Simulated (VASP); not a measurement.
Input of a VASP 6.6.1 run:

The input POSCAR:

```
KCl
1.0
    3.7708085932      0.0000000000      0.0000000000
    0.0000000000      3.7708085932      0.0000000000
    0.0000000000      0.0000000000      3.7708085932
K Cl
1 1
Direct
    0.0000000000      0.0000000000      0.0000000000
    0.5000000000      0.5000000000      0.5000000000
```

File INCAR.step1:

```
SYSTEM = KCl
PREC     = Accurate       ! precision mode
ENCUT    = 520            ! plane-wave cutoff, eV
ISMEAR   = -1             ! smearing method
SIGMA    = 0.5            ! smearing width, eV
LREAL    = .False.        ! projectors in reciprocal space
LASPH    = .True.         ! aspherical terms in the spheres
NELM     = 80             ! most SCF steps
NBANDS   = 15             ! bands
GGA      = PE             ! functional
ALGO     = Normal         ! electronic algorithm
EDIFF    = 1E-4           ! SCF threshold, eV
LWAVE    = .True.         ! write WAVECAR
LCHARG   = .False.        ! write CHGCAR
```

Contents of INCAR.step2:

```
SYSTEM = KCl
PREC     = Accurate       ! precision mode
ENCUT    = 520            ! plane-wave cutoff, eV
EDIFF    = 1E-7           ! SCF threshold, eV
ISMEAR   = -1             ! smearing method
SIGMA    = 0.5            ! smearing width, eV
LREAL    = .False.        ! projectors in reciprocal space
LASPH    = .True.         ! aspherical terms in the spheres
NELM     = 80             ! most SCF steps
ALGO     = Normal         ! electronic algorithm
ISIF     = 2              ! what is computed and relaxed
LWAVE    = .False.        ! write WAVECAR
LCHARG   = .False.        ! write CHGCAR
METAGGA  = R2SCAN         ! meta-GGA
LMIXTAU  = .True.       
NBANDS   = 15             ! bands
ISTART   = 1
```

KPOINTS

```
Automatic mesh
0
Gamma
  6 6 6
  0 0 0
```

Potentials or basis: VASP PAW PBE potentials, release 64 (K_sv, Cl).

Launch:

```sh
$ cat potpaw_PBE.64/K_sv/POTCAR potpaw_PBE.64/Cl/POTCAR > POTCAR
$ cp INCAR.step1 INCAR
$ mpirun -np 1 vasp_std > vasp.out
$ cp INCAR.step2 INCAR
$ mpirun -np 1 vasp_std > vasp.out
```

Q: Predict the band gap on the k mesh.

A: 5.81 eV, indirect (least direct gap 6.03 eV).

Q: Estimate the pressure.

A: 0.0 GPa.

Caveat: the PAW data sets were made with another functional, which shifts forces and pressure a little. A k mesh can miss the band edges.
